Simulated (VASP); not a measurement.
# Cd2HgTe3 (P3m1) in VASP: further runs

The runs below take Cd2HgTe3 through single point, relaxation of cell and atoms, with PBE.

Program: VASP 6.6.1. These are calculated values, not measurements. Logs are shortened: lines on timing, memory, paths and dates and some standing lists are left out, and cuts for length are marked.

## (1) The cell of the first run

It takes space group P3m1 (No. 156, trigonal). Conventional cell: a = 4.384 Å, b = 4.384 Å, c = 10.739 Å, α = 90.00°, β = 90.00°, γ = 120.00°. Cd (site symmetry 3m) has 4 Te at 2.68 Å within 3.5 Å. Within 3.5 Å of Cd (site symmetry 3m) lie 4 Te at 2.68 Å. Within 3.5 Å of Hg (site symmetry 3m) lie 4 Te at 2.68 Å. Within 3.5 Å of Te (site symmetry 3m) lie 3 Hg at 2.68 Å and 1 Cd at 2.68 Å. Te (site symmetry 3m) has 1 Hg at 2.68 Å and 3 Cd at 2.68 Å within 3.5 Å. Te (site symmetry 3m) has 4 Cd at 2.68 Å within 3.5 Å.

## (2) Single point, PBE

Contents of INCAR:

```
SYSTEM = Cd2HgTe3
PREC = Accurate
ENCUT = 520
EDIFF = 1E-6
ISMEAR = 0
SIGMA = 0.1
LREAL = .False.
LASPH = .True.
NELM = 80
ALGO = Normal
ISIF = 2
LWAVE = .False.
LCHARG = .False.
GGA = PE
NBANDS = 36
```

Contents of KPOINTS:

```
regular mesh
0
Gamma
  6 6 2
  0 0 0
```

Contents of POSCAR:

```
Cd2HgTe3
1.0
    4.3839746200      0.0000000000      0.0000000000
   -2.1919873100      3.7966333900      0.0000000000
    0.0000000000      0.0000000000     10.7385008600
Cd Hg Te
2 1 3
Direct
    0.0000000000      0.0000000000      0.0000000000
    0.6666666700      0.3333333300      0.3333333300
    0.3333333300      0.6666666700      0.6666666700
    0.0000000000      0.0000000000      0.7500000000
    0.3333333300      0.6666666700      0.4166666700
    0.6666666700      0.3333333300      0.0833333300
```

Potentials or basis: VASP PAW PBE potentials, release 64 (Cd, Hg, Te).

Command:

```bash
> cat potpaw_PBE.64/Cd/POTCAR potpaw_PBE.64/Hg/POTCAR potpaw_PBE.64/Te/POTCAR > POTCAR
> mpirun -np 1 vasp_std > vasp.out
```

OUTCAR:

```text
SYSTEM = Cd2HgTe3
   PREC = Accurate
   ENCUT = 520
   EDIFF = 1E-6
   ISMEAR = 0
   LREAL = .False.
   LASPH = .True.
   NELM = 80
   ISIF = 2
   GGA = PE

 ion  position               nearest neighbor table
   1  0.000  0.000  0.000-   6 2.68   4 2.68   6 2.68   6 2.68
   2  0.667  0.333  0.333-   6 2.68   5 2.68   5 2.68   5 2.68
   3  0.333  0.667  0.667-   4 2.68   5 2.68   4 2.68   4 2.68
   4  0.000  0.000  0.750-   3 2.68   1 2.68   3 2.68   3 2.68
   5  0.333  0.667  0.417-   3 2.68   2 2.68   2 2.68   2 2.68
   6  0.667  0.333  0.083-   1 2.68   2 2.68   1 2.68   1 2.68

  LATTYP: Found a hexagonal cell.
 ALAT       =     4.3839746200
 C/A-ratio  =     2.4494897418

  Lattice vectors:

 A1 = (   4.3839746200,   0.0000000000,   0.0000000000)
 A2 = (  -2.1919873100,   3.7966333900,   0.0000000000)
 A3 = (   0.0000000000,   0.0000000000,  10.7385008600)

Analysis of symmetry for initial positions (statically):
=====================================================================
 Subroutine PRICEL returns:
 Original cell was already a primitive cell.

 Routine SETGRP: Setting up the symmetry group for a
 hexagonal supercell.

 Subroutine GETGRP returns: Found  6 space group operations
 (whereof  6 operations were pure point group operations)
 out of a pool of 24 trial point group operations.

The static configuration has the point symmetry C_3v.

Analysis of symmetry for dynamics (positions and initial velocities):
=====================================================================
 Subroutine PRICEL returns:
 Original cell was already a primitive cell.

 Routine SETGRP: Setting up the symmetry group for a
 hexagonal supercell.

 Subroutine GETGRP returns: Found  6 space group operations
 (whereof  6 operations were pure point group operations)
 out of a pool of 24 trial point group operations.

The dynamic configuration has the point symmetry C_3v.

 Subroutine INISYM returns: Found  6 space group operations
 (whereof  6 operations are pure point group operations),
 and found     1 'primitive' translations

----------------------------------------------------------------------------------------

                                     Primitive cell

  volume of cell :     178.7353

  direct lattice vectors                    reciprocal lattice vectors
     4.383974620  0.000000000  0.000000000     0.228103510  0.131695623  0.000000000
    -2.191987310  3.796633390  0.000000000     0.000000000  0.263391246  0.000000000
     0.000000000  0.000000000 10.738500860     0.000000000  0.000000000  0.093122868

  length of vectors
     4.383974620  4.383974620 10.738500860     0.263391246  0.263391246  0.093122868

  position of ions in fractional coordinates (direct lattice)
     0.000000000  0.000000000  0.000000000
     0.666666670  0.333333330  0.333333330
     0.333333330  0.666666670  0.666666670
     0.000000000  0.000000000  0.750000000
     0.333333330  0.666666670  0.416666670
     0.666666670  0.333333330  0.083333330

  ion indices of the primitive-cell ions
   primitive index   ion index
                 1           1
                 2           2
                 3           3
                 4           4
                 5           5
                 6           6

----------------------------------------------------------------------------------------

 KPOINTS: regular mesh

Automatic generation of k-mesh.
 Grid dimensions read from file:
 generate k-points for:    6    6    2

 Generating k-lattice:

  Cartesian coordinates                     Fractional coordinates (reciprocal lattice)
     0.038017252  0.021949271  0.000000000     0.166666667  0.000000000  0.000000000
     0.000000000  0.043898541  0.000000000     0.000000000  0.166666667  0.000000000
     0.000000000  0.000000000  0.046561434     0.000000000  0.000000000  0.500000000

  Length of vectors
     0.043898541  0.043898541  0.046561434

  Shift w.r.t. Gamma in fractional coordinates (k-lattice)
     0.000000000  0.000000000  0.000000000

 Subroutine IBZKPT returns following result:
 ===========================================

 Found     14 irreducible k-points:

 Following reciprocal coordinates:
            Coordinates               Weight
  0.000000  0.000000  0.000000      1.000000
  0.166667  0.000000  0.000000      6.000000
  0.333333  0.000000  0.000000      6.000000
  0.500000  0.000000  0.000000      3.000000
  0.166667  0.166667  0.000000      6.000000
  0.333333  0.166667  0.000000     12.000000
  0.333333  0.333333  0.000000      2.000000
  0.000000  0.000000  0.500000      1.000000
  0.166667  0.000000  0.500000      6.000000
  0.333333  0.000000  0.500000      6.000000
  0.500000  0.000000  0.500000      3.000000
  0.166667  0.166667  0.500000      6.000000
  0.333333  0.166667  0.500000     12.000000
  0.333333  0.333333  0.500000      2.000000
   k-points           NKPTS =     14   k-points in BZ     NKDIM =     14   number of bands    NBANDS=     36
   number of dos      NEDOS =    301   number of ions     NIONS =      6
   total plane-waves  NPLWV = 103680
   dimension x,y,z NGX =    36 NGY =   36 NGZ =   80
   dimension x,y,z NGXF=    72 NGYF=   72 NGZF=  160
   ions per type =               2   1   3
   NGX,Y,Z   is equivalent  to a cutoff of  13.65, 13.65, 12.39 a.u.
   NGXF,Y,Z  is equivalent  to a cutoff of  27.30, 27.30, 24.77 a.u.
 SYSTEM =  Cd2HgTe3
   PREC   = accura    normal or accurate (medium, high low for compatibility)
   ISTART =      0    job   : 0-new  1-cont  2-samecut
   ICHARG =      2    charge: 1-file 2-atom 10-const
   ISPIN  =      1    spin polarized calculation?
   LNONCOLLINEAR =      F non collinear calculations
   LSORBIT =      F    spin-orbit coupling
   LASPH  =      T    aspherical Exc in radial PAW
   ENCUT  =  520.0 eV  38.22 Ry    6.18 a.u.   8.15  8.15 19.97*2*pi/ulx,y,z
   NELM   =     80;   NELMIN=  2; NELMDL= -5     # of ELM steps
   EDIFF  = 0.1E-05   stopping-criterion for ELM
   LREAL  =      F    real-space projection
   EDIFFG = 0.1E-04   stopping-criterion for IOM
   NSW    =      0    number of steps for IOM
   IBRION =     -1    ionic relax: 0-MD 1-quasi-New 2-CG
   NFREE  =      0    steps in history (QN), initial steepest desc. (CG)
   ISIF   =      2    stress and relaxation
   ISYM   =      2    0-nonsym 1-usesym 2-fastsym
   POTIM  = 0.5000    time-step for ionic-motion
   TEBEG  =    0.0;   TEEND  =   0.0 temperature during run
   PSTRESS=    0.0 pullay stress
   NELECT =      54.0000    total number of electrons
   NUPDOWN=      -1.0000    fix difference up-down
   EMIN   =  10.00;   EMAX   =-10.00  energy-range for DOS
   EFERMI =   0.00;   METHOD = LEGACY
   ISMEAR =     0;   SIGMA  =   0.10  broadening in eV -4-tet -1-fermi 0-gaus
   EFERMI_NEDOS =   21; number of points for ismear=-14 and -15
   IALGO  =     38    algorithm
   IMIX   =      4    mixing-type and parameters
     AMIX     =   0.40;   BMIX     =  1.00
     AMIX_MAG =   1.60;   BMIX_MAG =  1.00
  volume/ion in A,a.u.               =      29.79       201.03
  Fermi-wavevector in a.u.,A,eV,Ry     =   1.098507  2.075876 16.418375  1.206717
  Thomas-Fermi vector in A             =   2.234885
   LORBIT       =      0    0 simple, 1 ext, 2 COOP (PROOUT), +10 PAW based schemes
   GGA     = PE    functional components
   LHFCALC =     F    Hartree Fock is set to
   AEXX    =    0.0000 exact exchange contribution
   IVDW    =     0    specifies the selected vdW correction
   LEPSILON=     F    determine dielectric tensor
   LRPA    =     F    only Hartree local field effects (RPA)
 non-spin polarized calculation
 Gauss-broadening in eV      SIGMA  =   0.10
  energy-cutoff  :      520.00
  volume of cell :      178.74
 maximum number of plane-waves:      4860
 NGX is ok and might be reduce to    36
   NGX = 17   NGY = 17   NGZ = 39

 number of electron      54.0000007 magnetization

 Free energy of the ion-electron system (eV)
  ---------------------------------------------------
  ext. energy  EPLUGINS =         0.00000000
  ---------------------------------------------------
  free energy    TOTEN  =       -12.03955792 eV

  energy without entropy =      -12.03954449  energy(sigma->0) =      -12.03955121

 E-fermi :   4.2439     XC(G=0):  -9.2346

 val. band max:        4.0100765824   @ k =   0.0000   0.0000   0.0000
 cond. band min:       4.4627789233   @ k =   0.0000   0.0000   0.0000
 fundamental gap:      0.4527023409
 Fermi energy:         4.2438702263

 k-point     1 :       0.0000    0.0000    0.0000
  band No.  band energies     occupation
      1      -8.4428      2.00000
      2      -7.9697      2.00000
      3      -7.8702      2.00000
      4      -5.0393      2.00000
      5      -5.0393      2.00000
      6      -4.9895      2.00000
[... 28 lines left out ...]
     35       8.9509      0.00000
     36       9.0968      0.00000

 k-point     2 :       0.1667    0.0000    0.0000
  band No.  band energies     occupation
      1      -8.3052      2.00000
      2      -7.8835      2.00000
      3      -7.8003      2.00000
      4      -5.0098      2.00000
      5      -4.9866      2.00000
      6      -4.9717      2.00000
[... 28 lines left out ...]
     35       8.8514      0.00000
     36       9.3368      0.00000

 k-point     3 :       0.3333    0.0000    0.0000
  band No.  band energies     occupation
      1      -7.9960      2.00000
      2      -7.7287      2.00000
      3      -7.6630      2.00000
      4      -4.9570      2.00000
      5      -4.9490      2.00000
      6      -4.8885      2.00000
[... 28 lines left out ...]
     35       9.6788      0.00000
     36       9.9264      0.00000

 k-point     4 :       0.5000    0.0000    0.0000
  band No.  band energies     occupation
      1      -7.7943      2.00000
      2      -7.7001      2.00000
      3      -7.5874      2.00000
      4      -4.9373      2.00000
      5      -4.9356      2.00000
      6      -4.8602      2.00000
[... 28 lines left out ...]
     35       9.9446      0.00000
     36      10.6344      0.00000

 k-point     5 :       0.1667    0.1667    0.0000
  band No.  band energies     occupation
      1      -8.0804      2.00000
      2      -7.7581      2.00000
      3      -7.7021      2.00000
      4      -4.9731      2.00000
      5      -4.9414      2.00000
      6      -4.9206      2.00000
[... 265 lines left out ...]
 k-point    12 :       0.1667    0.1667    0.5000
  band No.  band energies     occupation
      1      -8.0382      2.00000
      2      -7.8697      2.00000
      3      -7.6344      2.00000
      4      -4.9766      2.00000
      5      -4.9432      2.00000
      6      -4.9206      2.00000
[... 28 lines left out ...]
     35       9.6112      0.00000
     36       9.7491      0.00000

 k-point    13 :       0.3333    0.1667    0.5000
  band No.  band energies     occupation
      1      -7.8011      2.00000
      2      -7.6905      2.00000
      3      -7.5948      2.00000
      4      -4.9399      2.00000
      5      -4.9161      2.00000
      6      -4.8902      2.00000
[... 28 lines left out ...]
     35       9.7293      0.00000
     36      10.0229      0.00000

 k-point    14 :       0.3333    0.3333    0.5000
  band No.  band energies     occupation
      1      -7.6881      2.00000
      2      -7.6438      2.00000
      3      -7.6063      2.00000
      4      -4.9247      2.00000
      5      -4.9022      2.00000
      6      -4.8947      2.00000
[... 28 lines left out ...]
     35       9.7641      0.00000
     36       9.8045      0.00000

------------------------ aborting loop because EDIFF is reached ----------------------------------------

  FORCE on cell =-STRESS in cart. coord.  units (eV):
  Direction    XX          YY          ZZ          XY          YZ          ZX
  --------------------------------------------------------------------------------------
  -------------------------------------------------------------------------------------
  Total       13.0517808     13.0517808     12.9507912      0.0000000      0.0000000      0.0000000
  in kB      116.9957275    116.9957275    116.0904602      0.0000000      0.0000000      0.0000000
  external PRESSURE =     116.6939717 kB  Pullay stress =       0.0000000 kB

 VOLUME and BASIS-vectors are now :
 -----------------------------------------------------------------------------
  energy-cutoff  :      520.00
  volume of cell :      178.74
      direct lattice vectors                 reciprocal lattice vectors
     4.383974620  0.000000000  0.000000000     0.228103510  0.131695623  0.000000000
    -2.191987310  3.796633390  0.000000000     0.000000000  0.263391246  0.000000000
     0.000000000  0.000000000 10.738500860     0.000000000  0.000000000  0.093122868

 POSITION                                       TOTAL-FORCE (eV/Angst)
 -----------------------------------------------------------------------------------
      0.00000      0.00000      0.00000        -0.000000      0.000000     -0.006085
      2.19199      1.26554      3.57950        -0.000000      0.000000      0.020313
     -0.00000      2.53109      7.15900         0.000000     -0.000000      0.007649
      0.00000      0.00000      8.05388        -0.000000      0.000000      0.151820
     -0.00000      2.53109      4.47438        -0.000000     -0.000000     -0.155015
      2.19199      1.26554      0.89488        -0.000000      0.000000     -0.018681
 -----------------------------------------------------------------------------------
    total drift:                                0.000001     -0.000000      0.000641

  FREE ENERGIE OF THE ION-ELECTRON SYSTEM (eV)
  ---------------------------------------------------
  free  energy   TOTEN  =       -12.0395579186 eV

  energy  without entropy=      -12.0395444948  energy(sigma->0) =      -12.03955121
```

Run time: 95 s. Hardware: 1 thread of Intel Xeon Platinum 8488C (Sapphire Rapids), shared host; peak memory 0.35 GiB.

Results:

| Quantity | Value |
| --- | --- |
| Free energy | -12.0396 eV |
| Pressure | 11.7 GPa |
| Largest force | 0.155 eV/Å |
| Band gap on the k mesh | 0.45 eV |

Forces on the atoms (eV/Å):
```
Cd   0.000  0.000 -0.006
Cd   0.000  0.000  0.020
Hg   0.000  0.000  0.008
Te   0.000  0.000  0.152
Te   0.000  0.000 -0.155
Te   0.000  0.000 -0.019
```

Levels at points of the mesh, in eV from the valence-band top:
| k point | band 24 | band 25 | band 26 | band 27 | band 28 | band 29 | band 30 | band 31 |
| --- | --- | --- | --- | --- | --- | --- | --- | --- |
| (0.00, 0.00, 0.00) | -0.85 | -0.05 | 0.00 | 0.00 | 0.45 | 1.55 | 1.84 | 4.25 |
| (0.50, 0.00, 0.00) | -2.35 | -2.12 | -1.64 | -1.48 | 2.08 | 2.18 | 2.58 | 2.72 |
| (0.00, 0.00, 0.50) | -0.53 | -0.53 | -0.20 | -0.20 | 1.12 | 1.82 | 1.95 | 4.48 |
| (0.50, 0.00, 0.50) | -2.31 | -2.24 | -1.13 | -1.12 | 1.41 | 2.41 | 2.48 | 3.49 |

Caveat: the cell stands under pressure; spin-orbit coupling is left out, which moves the levels of the heavy elements.

[end of part 1 of 2]

The gap in the log of VASP goes by the Fermi energy; the results here count the filled bands.